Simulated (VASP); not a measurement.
# Ga (Cmce) in VASP: single point with PBE

Aim: the single point of Ga with PBE.

All numbers are computed with VASP 6.6.1; they aren't measurements. Logs are shortened: lines on timing, memory, paths and dates and some standing lists are left out, and cuts for length are marked.

## (1) The cell of the first run

Symmetry: Cmce, No. 64, orthorhombic system. Conventional cell: a = 4.573 Å, b = 7.740 Å, c = 4.589 Å, α = 90.00°, β = 90.00°, γ = 90.00°. Ga (site symmetry m) has 7 Ga at 2.53 to 2.81 Å within 3.3 Å.

## (2) Single point, PBE

The input, INCAR:

```
SYSTEM = Ga
ALGO = Fast
EDIFF = 1E-7
ENCUT = 520
GGA = PE
ISIF = 2
ISMEAR = 0
LASPH = .True.
LCHARG = .False.
LREAL = .False.
LWAVE = .False.
NBANDS = 34
NELM = 100
PREC = Accurate
SIGMA = 0.1
```

The input, KPOINTS:

```
k-points
0
Gamma
  12 12 10
  0 0 0
```

The input, POSCAR:

```
Ga
1.0
    2.2865351190     -3.8700871169      0.0000000000
    2.2865351190      3.8700871169      0.0000000000
    0.0000000000      0.0000000000      4.5887540277
Ga
4
Direct
    0.8436860687      0.1563139313      0.0822458491
    0.6563139313      0.3436860687      0.5822458491
    0.1563139313      0.8436860687      0.9177541509
    0.3436860687      0.6563139313      0.4177541509
```

Potentials or basis: VASP PAW PBE potentials, release 64 (Ga_d).

Command:

```bash
$ cat potpaw_PBE.64/Ga_d/POTCAR > POTCAR
$ mpirun -np 1 vasp_std > vasp.out
```

OUTCAR:

```text
SYSTEM = Ga
   EDIFF = 1E-7
   ENCUT = 520
   GGA = PE
   ISIF = 2
   ISMEAR = 0
   LASPH = .True.
   LREAL = .False.
   NELM = 100
   PREC = Accurate

 ion  position               nearest neighbor table
   1  0.844  0.156  0.082-   3 2.53   2 2.71   2 2.71   4 2.76   4 2.76   3 2.81   3 2.81
   2  0.656  0.344  0.582-   4 2.53   1 2.71   1 2.71   3 2.76   3 2.76   4 2.81   4 2.81
   3  0.156  0.844  0.918-   1 2.53   4 2.71   4 2.71   2 2.76   2 2.76   1 2.81   1 2.81
   4  0.344  0.656  0.418-   2 2.53   3 2.71   3 2.71   1 2.76   1 2.76   2 2.81   2 2.81

  LATTYP: Found a base centered orthorhombic cell.
 ALAT       =     4.5730702380
 B/A-ratio  =     1.6925552924
 C/A-ratio  =     1.0034295974

  Lattice vectors:

 A1 = (   2.2865351190,  -3.8700871169,   0.0000000000)
 A2 = (   2.2865351190,   3.8700871169,   0.0000000000)
 A3 = (   0.0000000000,   0.0000000000,   4.5887540277)

Analysis of symmetry for initial positions (statically):
=====================================================================
 Subroutine PRICEL returns:
 Original cell was already a primitive cell.

 Routine SETGRP: Setting up the symmetry group for a
 base centered orthorhombic supercell.

 Subroutine GETGRP returns: Found  8 space group operations
 (whereof  4 operations were pure point group operations)
 out of a pool of  8 trial point group operations.

The static configuration has the point symmetry C_2h.
 The point group associated with its full space group is D_2h.

Analysis of symmetry for dynamics (positions and initial velocities):
=====================================================================
 Subroutine PRICEL returns:
 Original cell was already a primitive cell.

 Routine SETGRP: Setting up the symmetry group for a
 base centered orthorhombic supercell.

 Subroutine GETGRP returns: Found  8 space group operations
 (whereof  4 operations were pure point group operations)
 out of a pool of  8 trial point group operations.

The dynamic configuration has the point symmetry C_2h.
 The point group associated with its full space group is D_2h.

 Subroutine INISYM returns: Found  8 space group operations
 (whereof  4 operations are pure point group operations),
 and found     1 'primitive' translations

----------------------------------------------------------------------------------------

                                     Primitive cell

  volume of cell :      81.2126

  direct lattice vectors                    reciprocal lattice vectors
     2.286535119 -3.870087117  0.000000000     0.218671472 -0.129196058  0.000000000
     2.286535119  3.870087117  0.000000000     0.218671472  0.129196058  0.000000000
     0.000000000  0.000000000  4.588754028     0.000000000  0.000000000  0.217924080

  length of vectors
     4.495088113  4.495088113  4.588754028     0.253985893  0.253985893  0.217924080

  position of ions in fractional coordinates (direct lattice)
     0.843686069  0.156313931  0.082245849
     0.656313931  0.343686069  0.582245849
     0.156313931  0.843686069  0.917754151
     0.343686069  0.656313931  0.417754151

  ion indices of the primitive-cell ions
   primitive index   ion index
                 1           1
                 2           2
                 3           3
                 4           4

----------------------------------------------------------------------------------------

 KPOINTS: k-points

Automatic generation of k-mesh.
 Grid dimensions read from file:
 generate k-points for:   12   12   10

 Generating k-lattice:

  Cartesian coordinates                     Fractional coordinates (reciprocal lattice)
     0.018222623 -0.010766338  0.000000000     0.083333333 -0.000000000  0.000000000
     0.018222623  0.010766338  0.000000000    -0.000000000  0.083333333  0.000000000
     0.000000000  0.000000000  0.021792408     0.000000000  0.000000000  0.100000000

  Length of vectors
     0.021165491  0.021165491  0.021792408

  Shift w.r.t. Gamma in fractional coordinates (k-lattice)
     0.000000000  0.000000000  0.000000000

 Subroutine IBZKPT returns following result:
 ===========================================

 Found    258 irreducible k-points:

 Following reciprocal coordinates:
            Coordinates               Weight
  0.000000  0.000000  0.000000      1.000000
  0.083333  0.000000  0.000000      4.000000
  0.166667 -0.000000  0.000000      4.000000
  0.250000 -0.000000  0.000000      4.000000
  0.333333  0.000000  0.000000      4.000000
  0.416667 -0.000000  0.000000      4.000000
[... 16 lines left out ...]
  0.500000  0.166667  0.000000      4.000000
 -0.416667  0.166667  0.000000      4.000000
 [... further k-points ...]
   k-points           NKPTS =    258   k-points in BZ     NKDIM =    258   number of bands    NBANDS=     34
   number of dos      NEDOS =    301   number of ions     NIONS =      4
   total plane-waves  NPLWV =  46656
   dimension x,y,z NGX =    36 NGY =   36 NGZ =   36
   dimension x,y,z NGXF=    72 NGYF=   72 NGZF=   72
   ions per type =               4
   NGX,Y,Z   is equivalent  to a cutoff of  13.31, 13.31, 13.04 a.u.
   NGXF,Y,Z  is equivalent  to a cutoff of  26.63, 26.63, 26.08 a.u.
 SYSTEM =  Ga
   PREC   = accura    normal or accurate (medium, high low for compatibility)
   ISTART =      0    job   : 0-new  1-cont  2-samecut
   ICHARG =      2    charge: 1-file 2-atom 10-const
   ISPIN  =      1    spin polarized calculation?
   LNONCOLLINEAR =      F non collinear calculations
   LSORBIT =      F    spin-orbit coupling
   LASPH  =      T    aspherical Exc in radial PAW
   ENCUT  =  520.0 eV  38.22 Ry    6.18 a.u.   8.36  8.36  8.53*2*pi/ulx,y,z
   NELM   =    100;   NELMIN=  2; NELMDL= -5     # of ELM steps
   EDIFF  = 0.1E-06   stopping-criterion for ELM
   LREAL  =      F    real-space projection
   EDIFFG = 0.1E-05   stopping-criterion for IOM
   NSW    =      0    number of steps for IOM
   IBRION =     -1    ionic relax: 0-MD 1-quasi-New 2-CG
   NFREE  =      0    steps in history (QN), initial steepest desc. (CG)
   ISIF   =      2    stress and relaxation
   ISYM   =      2    0-nonsym 1-usesym 2-fastsym
   POTIM  = 0.5000    time-step for ionic-motion
   TEBEG  =    0.0;   TEEND  =   0.0 temperature during run
   PSTRESS=    0.0 pullay stress
   NELECT =      52.0000    total number of electrons
   NUPDOWN=      -1.0000    fix difference up-down
   EMIN   =  10.00;   EMAX   =-10.00  energy-range for DOS
   EFERMI =   0.00;   METHOD = LEGACY
   ISMEAR =     0;   SIGMA  =   0.10  broadening in eV -4-tet -1-fermi 0-gaus
   EFERMI_NEDOS =   21; number of points for ismear=-14 and -15
   IALGO  =     68    algorithm
   IMIX   =      4    mixing-type and parameters
     AMIX     =   0.40;   BMIX     =  1.00
     AMIX_MAG =   1.60;   BMIX_MAG =  1.00
  volume/ion in A,a.u.               =      20.30       137.01
  Fermi-wavevector in a.u.,A,eV,Ry     =   1.411025  2.666451 27.089098  1.990993
  Thomas-Fermi vector in A             =   2.532919
   LORBIT       =      0    0 simple, 1 ext, 2 COOP (PROOUT), +10 PAW based schemes
   GGA     = PE    functional components
   LHFCALC =     F    Hartree Fock is set to
   AEXX    =    0.0000 exact exchange contribution
   IVDW    =     0    specifies the selected vdW correction
   LEPSILON=     F    determine dielectric tensor
   LRPA    =     F    only Hartree local field effects (RPA)
 non-spin polarized calculation
 RMM-DIIS sequential band-by-band and
 Gauss-broadening in eV      SIGMA  =   0.10
  energy-cutoff  :      520.00
  volume of cell :       81.21
 maximum number of plane-waves:      2217
 NGX is ok and might be reduce to    36
   NGX = 17   NGY = 17   NGZ = 17

 number of electron      52.0000011 magnetization

 Free energy of the ion-electron system (eV)
  ---------------------------------------------------
  ext. energy  EPLUGINS =         0.00000000
  ---------------------------------------------------
  free energy    TOTEN  =       -11.63487750 eV

  energy without entropy =      -11.63039723  energy(sigma->0) =      -11.63263737

 E-fermi :   4.6901     XC(G=0): -10.4714

 val. band max:        4.6899501769   @ k =  -0.2500   0.2500   0.3000
 cond. band min:       4.7048304051   @ k =   0.0833   0.0000   0.4000
 fundamental gap:      0.0148802282
 Fermi energy:         4.6900853891

 k-point     1 :       0.0000    0.0000    0.0000
  band No.  band energies     occupation
      1     -10.3763      2.00000
      2     -10.3682      2.00000
      3     -10.3389      2.00000
      4     -10.3244      2.00000
      5     -10.3070      2.00000
      6     -10.2851      2.00000
[... 26 lines left out ...]
     33      11.3673      0.00000
     34      12.0000      0.00000

 k-point     2 :       0.0833    0.0000    0.0000
  band No.  band energies     occupation
      1     -10.3774      2.00000
      2     -10.3654      2.00000
      3     -10.3407      2.00000
      4     -10.3272      2.00000
      5     -10.3025      2.00000
      6     -10.2832      2.00000
[... 26 lines left out ...]
     33      11.6325      0.00000
     34      11.7147      0.00000

 k-point     3 :       0.1667   -0.0000    0.0000
  band No.  band energies     occupation
      1     -10.3785      2.00000
      2     -10.3578      2.00000
      3     -10.3463      2.00000
      4     -10.3338      2.00000
      5     -10.2949      2.00000
      6     -10.2741      2.00000
[... 26 lines left out ...]
     33      11.0979      0.00000
     34      11.8402      0.00000

 k-point     4 :       0.2500   -0.0000    0.0000
  band No.  band energies     occupation
      1     -10.3774      2.00000
      2     -10.3533      2.00000
      3     -10.3492      2.00000
      4     -10.3385      2.00000
      5     -10.2932      2.00000
      6     -10.2645      2.00000
[... 26 lines left out ...]
     33      10.7110      0.00000
     34      11.7266      0.00000

 k-point     5 :       0.3333    0.0000    0.0000
  band No.  band energies     occupation
      1     -10.3754      2.00000
      2     -10.3540      2.00000
      3     -10.3536      2.00000
      4     -10.3283      2.00000
      5     -10.2962      2.00000
      6     -10.2910      2.00000
[... 621 lines left out ...]
 k-point    22 :       0.4167    0.1667    0.0000
  band No.  band energies     occupation
      1     -10.4000      2.00000
      2     -10.3711      2.00000
      3     -10.3425      2.00000
      4     -10.3180      2.00000
      5     -10.3127      2.00000
      6     -10.2634      2.00000
[... 26 lines left out ...]
     33      11.4413      0.00000
     34      13.1744      0.00000

 k-point    23 :       0.5000    0.1667    0.0000
  band No.  band energies     occupation
      1     -10.3964      2.00000
      2     -10.3808      2.00000
      3     -10.3376      2.00000
      4     -10.3157      2.00000
      5     -10.3053      2.00000
      6     -10.2663      2.00000
[... 26 lines left out ...]
     33      11.8020      0.00000
     34      13.3264      0.00000

 k-point    24 :      -0.4167    0.1667    0.0000
  band No.  band energies     occupation
      1     -10.3892      2.00000
      2     -10.3856      2.00000
      3     -10.3296      2.00000
      4     -10.3226      2.00000
      5     -10.3105      2.00000
      6     -10.2664      2.00000
[... 26 lines left out ...]
     33      11.8265      0.00000
     34      12.7251      0.00000

 [... further k-points ...]

------------------------ aborting loop because EDIFF is reached ----------------------------------------

  FORCE on cell =-STRESS in cart. coord.  units (eV):
  Direction    XX          YY          ZZ          XY          YZ          ZX
  --------------------------------------------------------------------------------------
  -------------------------------------------------------------------------------------
  Total        0.0476521      0.0597717      0.0488798      0.0000000      0.0000000      0.0000000
  in kB        0.9400896      1.1791863      0.9643102      0.0000000      0.0000000      0.0000000
  external PRESSURE =       1.0278621 kB  Pullay stress =       0.0000000 kB

 VOLUME and BASIS-vectors are now :
 -----------------------------------------------------------------------------
  energy-cutoff  :      520.00
  volume of cell :       81.21
      direct lattice vectors                 reciprocal lattice vectors
     2.286535119 -3.870087117  0.000000000     0.218671472 -0.129196058  0.000000000
     2.286535119  3.870087117  0.000000000     0.218671472  0.129196058  0.000000000
     0.000000000  0.000000000  4.588754028     0.000000000  0.000000000  0.217924080

 POSITION                                       TOTAL-FORCE (eV/Angst)
 -----------------------------------------------------------------------------------
      2.28654     -2.66019      0.37741         0.000000     -0.001687     -0.000411
      2.28654     -1.20990      2.67178         0.000000      0.001687     -0.000411
      2.28654      2.66019      4.21135         0.000000      0.001687      0.000411
      2.28654      1.20990      1.91697         0.000000     -0.001687      0.000411
 -----------------------------------------------------------------------------------
    total drift:                                0.000000     -0.000000      0.000000

  FREE ENERGIE OF THE ION-ELECTRON SYSTEM (eV)
  ---------------------------------------------------
  free  energy   TOTEN  =       -11.6348774995 eV

  energy  without entropy=      -11.6303972343  energy(sigma->0) =      -11.63263737
```

It took 15 min on 1 thread of Intel Xeon Platinum 8488C (Sapphire Rapids), shared host; peak memory 0.58 GiB.

Results:

| Item | Value |
| --- | --- |
| Free energy | -11.6349 eV |
| Pressure | 0.1 GPa |
| Band gap on the k mesh | zero (bands 26 and 27 overlap by 1.35 eV) |

Levels at points of the mesh, in eV from the Fermi level:
```
           k point  band 22  band 23  band 24  band 25  band 26  band 27  band 28  band 29  band 30  band 31
(0.00, 0.00, 0.00)    -4.21    -3.63    -1.82    -1.61    -0.62     0.92     0.96     1.17     4.88     5.24
(0.50, 0.00, 0.00)    -8.37    -3.38    -3.38    -1.27    -1.27     0.74     0.74     4.02     4.02     5.23
(0.50, 0.50, 0.00)    -7.01    -4.16    -3.10    -1.78    -1.45     1.14     1.29     3.18     3.71     4.22
(0.00, 0.00, 0.50)    -8.96    -0.31    -0.31     0.06     0.06     0.12     0.12     2.05     2.05     3.92
(0.50, 0.00, 0.50)    -7.01    -6.07    -6.07    -1.41    -1.41     0.55     0.55     6.96     6.96     7.56
(0.50, 0.50, 0.50)    -7.40    -5.20    -5.20    -1.16    -1.16    -0.90    -0.90     6.44     6.44     7.65
```
